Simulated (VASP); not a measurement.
A run of VASP 6.6.1 is set up as follows.

POSCAR

```
CaScBr5
1.0
    4.9391759508      0.0000000000      0.0000000000
    0.0000000000      4.9391759508      0.0000000000
    0.0000000000      0.0000000000      7.4881093534
Ca Sc Br
1 1 5
Direct
    0.0000000000      0.0000000000      0.5000000000
    0.5000000000      0.5000000000      0.0000000000
    0.0000000000      0.0000000000      0.0000000000
    0.5000000000      0.0000000000      0.7316771354
    0.0000000000      0.5000000000      0.7316771354
    0.5000000000      0.0000000000      0.2683228646
    0.0000000000      0.5000000000      0.2683228646
```

Contents of INCAR.step1:

```
SYSTEM = CaScBr5
PREC = Accurate
ENCUT = 520
ISMEAR = -1
SIGMA = 0.03
LREAL = .False.
LASPH = .True.
NELM = 100
NBANDS = 37
GGA = PE
ALGO = Normal
EDIFF = 1E-4
LWAVE = .True.
LCHARG = .False.
```

Contents of INCAR.step2:

```
SYSTEM = CaScBr5
PREC = Accurate
ENCUT = 520
EDIFF = 1E-6
ISMEAR = -1
SIGMA = 0.03
LREAL = .False.
LASPH = .True.
NELM = 100
ALGO = Normal
ISIF = 2
LWAVE = .False.
LCHARG = .False.
METAGGA = R2SCAN
LMIXTAU = .True.
LUSE_VDW = .True.
IVDW_NL = 2
BPARAM = 11.95
CPARAM = 0.0093
NBANDS = 37
ISTART = 1
```

KPOINTS

```
regular mesh
0
Gamma
  6 6 4
  0 0 0
```

Potentials or basis: VASP PAW PBE potentials, release 64 (Ca_sv, Sc_sv, Br).

The run is started by

```bash
$ cat potpaw_PBE.64/Ca_sv/POTCAR potpaw_PBE.64/Sc_sv/POTCAR potpaw_PBE.64/Br/POTCAR > POTCAR
$ cp INCAR.step1 INCAR
$ mpirun -np 1 vasp_std > vasp.out
$ cp INCAR.step2 INCAR
$ mpirun -np 1 vasp_std > vasp.out
```

(1) What does it give for the pressure?

(2) What does it give for the band gap on the k mesh?

(3) Estimate the largest force.

Results:

(1) 0.1 GPa.

(2) 0.62 eV (least direct gap 0.86 eV).

(3) 0.004 eV/Å.

Caveat: semilocal functionals underestimate gaps, and a narrow one can read as zero; the PAW data sets were made with another functional, which shifts forces and pressure a little.
